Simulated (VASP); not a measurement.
# La (Im-3m) in VASP: further runs

La is run at these levels: PBEsol; tasks: relaxation of cell and atoms.

All numbers are computed with VASP 6.6.1; they aren't measurements. Logs are shortened: lines on timing, memory, paths and dates and some standing lists are left out, and cuts for length are marked.

## (1) The cell of the first run

Symmetry: Im-3m, No. 229, cubic system. The conventional cell has a = 4.248 Å, b = 4.248 Å, c = 4.248 Å, α = 90.00°, β = 90.00°, γ = 90.00°. La (site symmetry m-3m) has 14 La at 3.68 to 4.25 Å within 4.8 Å.

This isn't the form of La at room conditions, which is double hcp.

## (2) Relaxation of cell and atoms, PBEsol, target pressure 5 GPa, at which the enthalpy is minimised

The input, INCAR:

```
SYSTEM = La
PREC     = Accurate       ! precision mode
ENCUT    = 600            ! plane-wave cutoff, eV
EDIFF    = 1E-7           ! SCF threshold, eV
ISMEAR   = -1             ! smearing method
SIGMA    = 0.05           ! smearing width, eV
LREAL    = .FALSE.        ! projectors in reciprocal space
LASPH    = .TRUE.         ! aspherical terms in the spheres
NELM     = 60             ! most SCF steps
ALGO     = Fast           ! electronic algorithm
ISIF     = 3              ! what is computed and relaxed
LWAVE    = .FALSE.        ! write WAVECAR
LCHARG   = .FALSE.        ! write CHGCAR
GGA      = PS             ! functional
IBRION   = 2              ! ionic algorithm
NSW      = 60             ! ionic steps
EDIFFG   = -0.01          ! ionic threshold
PSTRESS  = 50.0
```

The input, KPOINTS:

```
Automatic mesh
0
G
  9 9 9
  0 0 0
```

The input, POSCAR:

```
La
1.0
   -2.1238310710      2.1238310710      2.1238310710
    2.1238310710     -2.1238310710      2.1238310710
    2.1238310710      2.1238310710     -2.1238310710
La
1
Direct
    0.0000000000      0.0000000000      0.0000000000
```

Potentials or basis: VASP PAW PBE potentials, release 64 (La).

Started as:

```bash
cat potpaw_PBE.64/La/POTCAR > POTCAR
mpirun -np 1 vasp_std > vasp.out
```

OUTCAR:

```text
SYSTEM = La
   PREC = Accurate
   ENCUT = 600
   EDIFF = 1E-7
   ISMEAR = -1
   LREAL = .FALSE.
   LASPH = .TRUE.
   NELM = 60
   ISIF = 3
   GGA = PS
   IBRION = 2
   NSW = 60
   EDIFFG = -0.01
   PSTRESS = 50.0

 ion  position               nearest neighbor table
   1  0.000  0.000  0.000-

  LATTYP: Found a body centered cubic cell.
 ALAT       =     4.2476621420

  Lattice vectors:

 A1 = (  -2.1238310710,   2.1238310710,   2.1238310710)
 A2 = (   2.1238310710,  -2.1238310710,   2.1238310710)
 A3 = (   2.1238310710,   2.1238310710,  -2.1238310710)

Analysis of symmetry for initial positions (statically):
=====================================================================
 Subroutine PRICEL returns:
 Original cell was already a primitive cell.

 Routine SETGRP: Setting up the symmetry group for a
 body centered cubic supercell.

 Subroutine GETGRP returns: Found 48 space group operations
 (whereof 48 operations were pure point group operations)
 out of a pool of 48 trial point group operations.

The static configuration has the point symmetry O_h .

Analysis of symmetry for dynamics (positions and initial velocities):
=====================================================================
 Subroutine PRICEL returns:
 Original cell was already a primitive cell.

 Routine SETGRP: Setting up the symmetry group for a
 body centered cubic supercell.

 Subroutine GETGRP returns: Found 48 space group operations
 (whereof 48 operations were pure point group operations)
 out of a pool of 48 trial point group operations.

The dynamic configuration has the point symmetry O_h .

 Subroutine INISYM returns: Found 48 space group operations
 (whereof 48 operations are pure point group operations),
 and found     1 'primitive' translations

----------------------------------------------------------------------------------------

                                     Primitive cell

  volume of cell :      38.3195

  direct lattice vectors                    reciprocal lattice vectors
    -2.123831071  2.123831071  2.123831071     0.000000000  0.235423620  0.235423620
     2.123831071 -2.123831071  2.123831071     0.235423620  0.000000000  0.235423620
     2.123831071  2.123831071 -2.123831071     0.235423620  0.235423620  0.000000000

  length of vectors
     3.678583322  3.678583322  3.678583322     0.332939277  0.332939277  0.332939277

  position of ions in fractional coordinates (direct lattice)
     0.000000000  0.000000000  0.000000000

  ion indices of the primitive-cell ions
   primitive index   ion index
                 1           1

----------------------------------------------------------------------------------------

 KPOINTS: Automatic mesh

Automatic generation of k-mesh.
 Grid dimensions read from file:
 generate k-points for:    9    9    9

 Generating k-lattice:

  Cartesian coordinates                     Fractional coordinates (reciprocal lattice)
     0.000000000  0.026158180  0.026158180     0.111111111  0.000000000  0.000000000
     0.026158180  0.000000000  0.026158180     0.000000000  0.111111111  0.000000000
     0.026158180  0.026158180  0.000000000     0.000000000  0.000000000  0.111111111

  Length of vectors
     0.036993253  0.036993253  0.036993253

  Shift w.r.t. Gamma in fractional coordinates (k-lattice)
     0.000000000  0.000000000  0.000000000

 Subroutine IBZKPT returns following result:
 ===========================================

 Found     35 irreducible k-points:

 Following reciprocal coordinates:
            Coordinates               Weight
  0.000000  0.000000  0.000000      1.000000
  0.111111  0.000000  0.000000     12.000000
  0.222222  0.000000  0.000000     12.000000
  0.333333  0.000000  0.000000     12.000000
  0.444444  0.000000  0.000000     12.000000
  0.111111  0.111111  0.000000     24.000000
[... 16 lines left out ...]
 -0.333333  0.444444  0.111111     48.000000
 -0.444444 -0.444444  0.111111     24.000000
 [... further k-points ...]
   k-points           NKPTS =     35   k-points in BZ     NKDIM =     35   number of bands    NBANDS=      9
   number of dos      NEDOS =    301   number of ions     NIONS =      1
   total plane-waves  NPLWV =  27000
   dimension x,y,z NGX =    30 NGY =   30 NGZ =   30
   dimension x,y,z NGXF=    60 NGYF=   60 NGZF=   60
   ions per type =               1
   NGX,Y,Z   is equivalent  to a cutoff of  13.56, 13.56, 13.56 a.u.
   NGXF,Y,Z  is equivalent  to a cutoff of  27.12, 27.12, 27.12 a.u.
 SYSTEM =  La
   PREC   = accura    normal or accurate (medium, high low for compatibility)
   ISTART =      0    job   : 0-new  1-cont  2-samecut
   ICHARG =      2    charge: 1-file 2-atom 10-const
   ISPIN  =      1    spin polarized calculation?
   LNONCOLLINEAR =      F non collinear calculations
   LSORBIT =      F    spin-orbit coupling
   LASPH  =      T    aspherical Exc in radial PAW
   ENCUT  =  600.0 eV  44.10 Ry    6.64 a.u.   7.35  7.35  7.35*2*pi/ulx,y,z
   NELM   =     60;   NELMIN=  2; NELMDL= -5     # of ELM steps
   EDIFF  = 0.1E-06   stopping-criterion for ELM
   LREAL  =      F    real-space projection
   EDIFFG = -.1E-01   stopping-criterion for IOM
   NSW    =     60    number of steps for IOM
   IBRION =      2    ionic relax: 0-MD 1-quasi-New 2-CG
   NFREE  =      1    steps in history (QN), initial steepest desc. (CG)
   ISIF   =      3    stress and relaxation
   ISYM   =      2    0-nonsym 1-usesym 2-fastsym
   POTIM  = 0.5000    time-step for ionic-motion
   TEBEG  =    0.0;   TEEND  =   0.0 temperature during run
   PSTRESS=   50.0 pullay stress
   NELECT =      11.0000    total number of electrons
   NUPDOWN=      -1.0000    fix difference up-down
   EMIN   =  10.00;   EMAX   =-10.00  energy-range for DOS
   EFERMI =   0.00;   METHOD = LEGACY
   ISMEAR =    -1;   SIGMA  =   0.05  broadening in eV -4-tet -1-fermi 0-gaus
   EFERMI_NEDOS =   21; number of points for ismear=-14 and -15
   IALGO  =     68    algorithm
   IMIX   =      4    mixing-type and parameters
     AMIX     =   0.40;   BMIX     =  1.00
     AMIX_MAG =   1.60;   BMIX_MAG =  1.00
  volume/ion in A,a.u.               =      38.32       258.59
  Fermi-wavevector in a.u.,A,eV,Ry     =   1.079939  2.040788 15.868033  1.166268
  Thomas-Fermi vector in A             =   2.215917
   LORBIT       =      0    0 simple, 1 ext, 2 COOP (PROOUT), +10 PAW based schemes
   GGA     = PS    functional components
   LHFCALC =     F    Hartree Fock is set to
   AEXX    =    0.0000 exact exchange contribution
   IVDW    =     0    specifies the selected vdW correction
   LEPSILON=     F    determine dielectric tensor
   LRPA    =     F    only Hartree local field effects (RPA)
 conjugate gradient relaxation of ions
 non-spin polarized calculation
 RMM-DIIS sequential band-by-band and
  energy-cutoff  :      600.00
  volume of cell :       38.32
 maximum number of plane-waves:      1298
 NGX is ok and might be reduce to    30
   NGX = 15   NGY = 15   NGZ = 15

--------------------------------------- Ionic step        1  -------------------------------------------

 number of electron      11.0000001 magnetization

 Free energy of the ion-electron system (eV)
  ---------------------------------------------------
  ext. energy  EPLUGINS =         0.00000000
  ---------------------------------------------------
  free energy    TOTEN  =        -5.19321914 eV

  energy without entropy =       -5.16608048  energy(sigma->0) =       -5.17964981

 E-fermi :   7.4346     XC(G=0):  -9.5567

 val. band max:        7.4076777063   @ k =  -0.2222   0.3333   0.1111
 cond. band min:       7.4364118195   @ k =   0.3333   0.2222   0.0000
 fundamental gap:      0.0287341132
 Fermi energy:         7.4345791575

 k-point     1 :       0.0000    0.0000    0.0000
  band No.  band energies     occupation
      1     -25.4739      2.00000
      2      -8.4548      2.00000
      3      -8.4548      2.00000
      4      -8.4548      2.00000
      5       4.1707      2.00000
      6       8.8763      0.00000
      7       8.8994      0.00000
      8       8.9210      0.00000
      9       8.9344      0.00000
[... 599 lines left out ...]
 k-point    24 :      -0.4444   -0.4444    0.1111
  band No.  band energies     occupation
      1     -21.8071      2.00000
      2      -7.0301      2.00000
      3      -5.9011      2.00000
      4      -5.0658      2.00000
      5       8.9290      2.00000
      6      10.3805      0.05508
      7      11.1188      0.00000
      8      11.8409      0.00000
      9      12.6433      0.00000

 [... further k-points ...]

------------------------ aborting loop EDIFF was not reached (unconverged)  ----------------------------

  FORCE on cell =-STRESS in cart. coord.  units (eV):
  Direction    XX          YY          ZZ          XY          YZ          ZX
  --------------------------------------------------------------------------------------
  -------------------------------------------------------------------------------------
  Total        1.0463391      1.0463391      1.0463391      0.0000000     -0.0000000      0.0000000
  in kB       57.4938632     57.4938632     57.4938632      0.0000000     -0.0000000      0.0000000
  external PRESSURE =       7.4938632 kB  Pullay stress =      50.0000000 kB

 VOLUME and BASIS-vectors are now :
 -----------------------------------------------------------------------------
  energy-cutoff  :      600.00
  volume of cell :       29.16
      direct lattice vectors                 reciprocal lattice vectors
    -1.938952557  1.938952557  1.938952557     0.000000000  0.257871188  0.257871188
     1.938952557 -1.938952557  1.938952557     0.257871188  0.000000000  0.257871188
     1.938952557  1.938952557 -1.938952557     0.257871188  0.257871188  0.000000000

 POSITION                                       TOTAL-FORCE (eV/Angst)
 -----------------------------------------------------------------------------------
      0.00000      0.00000      0.00000         0.000000      0.000000      0.000000
 -----------------------------------------------------------------------------------
    total drift:                               -0.000000      0.000000      0.000000
[... 38 lines left out ...]
  FREE ENERGIE OF THE ION-ELECTRON SYSTEM (eV)
  ---------------------------------------------------
  free  energy   TOTEN  =        -5.1528340545 eV

  energy  without entropy=       -5.1330001521  energy(sigma->0) =       -5.14291710

  enthalpy is  TOTEN    =        -4.2262727218 eV   P V=        0.9265613327

--------------------------------------- Ionic step        4  -------------------------------------------

 number of electron      11.0000000 magnetization

 Free energy of the ion-electron system (eV)
  ---------------------------------------------------
  ext. energy  EPLUGINS =         0.00000000
  ---------------------------------------------------
  free energy    TOTEN  =        -5.15779150 eV

  energy without entropy =       -5.13780343  energy(sigma->0) =       -5.14779747

 E-fermi :   9.9315     XC(G=0): -10.6160

 val. band max:        9.9250765211   @ k =  -0.4444   0.4444   0.2222
 cond. band min:       9.9583309213   @ k =  -0.3333   0.3333   0.2222
 fundamental gap:      0.0332544002
 Fermi energy:         9.9314733351

 k-point     1 :       0.0000    0.0000    0.0000
  band No.  band energies     occupation
      1     -22.6852      2.00000
      2      -4.9866      2.00000
      3      -4.9866      2.00000
      4      -4.9866      2.00000
      5       7.0807      2.00000
      6      11.6704      0.00000
      7      11.7558      0.00000
      8      11.7558      0.00000
      9      11.7558      0.00000
[... 298 lines left out ...]
 POSITION                                       TOTAL-FORCE (eV/Angst)
 -----------------------------------------------------------------------------------
      0.00000      0.00000      0.00000        -0.000000      0.000000      0.000000
 -----------------------------------------------------------------------------------
    total drift:                               -0.000000     -0.000000      0.000000

  FREE ENERGIE OF THE ION-ELECTRON SYSTEM (eV)
  ---------------------------------------------------
  free  energy   TOTEN  =        -5.1577915038 eV

  energy  without entropy=       -5.1378034276  energy(sigma->0) =       -5.14779747

  enthalpy is  TOTEN    =        -4.2262865051 eV   P V=        0.9315049987

 reached required accuracy - stopping structural energy minimisation
```

It took 6.9 min on 1 thread of Intel Xeon 8259CL, shared host; peak memory 0.2 GiB.

Results:

- Free energy: -5.1578 eV
- Relaxed volume: 29.85 Å³/atom
- Relaxed cell: a = 3.385 Å, b = 3.385 Å, c = 3.385 Å, α = 109.47°, β = 109.47°, γ = 109.47°
- Space group after relaxing (to 0.1 Å): Im-3m (No. 229)
- Energy change on relaxing (the run minimises the enthalpy): +35.4 meV/atom
- Ionic steps: 4
- Pressure after relaxing: 5.0 GPa
- Band gap on the k mesh: zero (an odd number of electrons rules out a gap without spin polarisation)

The path:
```
step  energy change (eV)  largest force (eV/Å)  pressure (GPa)  volume (Å³)
   1              0.0000                0.0000           -2.54        38.32
   2              0.0583                0.0000            5.75        29.16
   3              0.0404                0.0000            5.13        29.69
   4              0.0354                0.0000            4.96        29.85
```

Final structure:
```yaml
crystal:
  lattice:
    - [-1.95414, 1.95414, 1.95414]
    - [1.95414, -1.95414, 1.95414]
    - [1.95414, 1.95414, -1.95414]
  atoms:
    - { symbol: La, position: [0.00000, 0.00000, 0.00000] }
```

Levels at points of the mesh, in eV from the Fermi level:
```tsv
k point	band 4	band 5	band 6	band 7	band 8	band 9
(0.00, 0.00, 0.00)	-14.92	-2.85	1.74	1.82	1.82	1.82
```

Caveat: the cell is relaxed towards a set pressure, so the run minimises the enthalpy, not the energy; the volume moved by over 15 % at a fixed basis, so the end points are rough; the PAW data sets were made with another functional, which shifts forces and pressure a little; spin-orbit coupling is left out, which moves the levels of the heavy elements.

## (3) Relaxation of cell and atoms, PBEsol, target pressure 10 GPa, at which the enthalpy is minimised

The input, INCAR:

```
SYSTEM = La
  PREC = Accurate
  ENCUT = 600
  EDIFF = 1E-6
  ISMEAR = -1
  SIGMA = 0.05
  LREAL = .False.
  LASPH = .True.
  NELM = 60
  ALGO = Normal
  ISIF = 3
  LWAVE = .False.
  LCHARG = .False.
  GGA = PS
  IBRION = 2
  NSW = 60
  EDIFFG = -0.01
  PSTRESS = 100.0
```

The input, KPOINTS:

```
Automatic mesh
0
Gamma
  9 9 9
  0 0 0
```

POSCAR is that of step 2.

Potentials or basis: VASP PAW PBE potentials, release 64 (La).

Started as:

```bash
cat potpaw_PBE.64/La/POTCAR > POTCAR
mpirun -np 1 vasp_std > vasp.out
```

It took 2.4 min on 1 thread of Intel Xeon 8259CL, shared host; peak memory 0.2 GiB.

It converged, with:

* Free energy: -5.0247 eV
* Relaxed volume: 26.83 Å³/atom
* Relaxed cell: a = 3.267 Å, b = 3.267 Å, c = 3.267 Å, α = 109.47°, β = 109.47°, γ = 109.47°
* Space group after relaxing (to 0.1 Å): Im-3m (No. 229)
* Energy change on relaxing (the run minimises the enthalpy): +168.5 meV/atom
* Ionic steps: 6
* Pressure after relaxing: 10.0 GPa
* Band gap on the k mesh: zero (an odd number of electrons rules out a gap without spin polarisation)

The path:
```csv
step,energy change (eV),largest force (eV/Å),pressure (GPa),volume (Å³)
1,0.0000,0.0000,-2.55,38.32
2,0.4125,0.0000,18.25,23.97
3,0.1630,0.0000,9.83,26.92
4,0.1756,0.0000,10.30,26.72
5,0.1639,0.0000,9.85,26.91
6,0.1685,0.0000,10.04,26.83
```

Final structure:
```yaml
crystal:
  lattice:
    - [-1.88595, 1.88595, 1.88595]
    - [1.88595, -1.88595, 1.88595]
    - [1.88595, 1.88595, -1.88595]
  atoms:
    - { symbol: La, position: [0.00000, 0.00000, 0.00000] }
```

Levels at points of the mesh, in eV from the Fermi level:
```csv
k point,band 3,band 4,band 5,band 6,band 7,band 8
"(0.00, 0.00, 0.00)",-14.44,-14.44,-2.47,1.87,1.87,1.87
```

Caveat: the cell is relaxed towards a set pressure, so the run minimises the enthalpy, not the energy; the volume moved by over 15 % at a fixed basis, so the end points are rough; the PAW data sets were made with another functional, which shifts forces and pressure a little; spin-orbit coupling is left out, which moves the levels of the heavy elements.
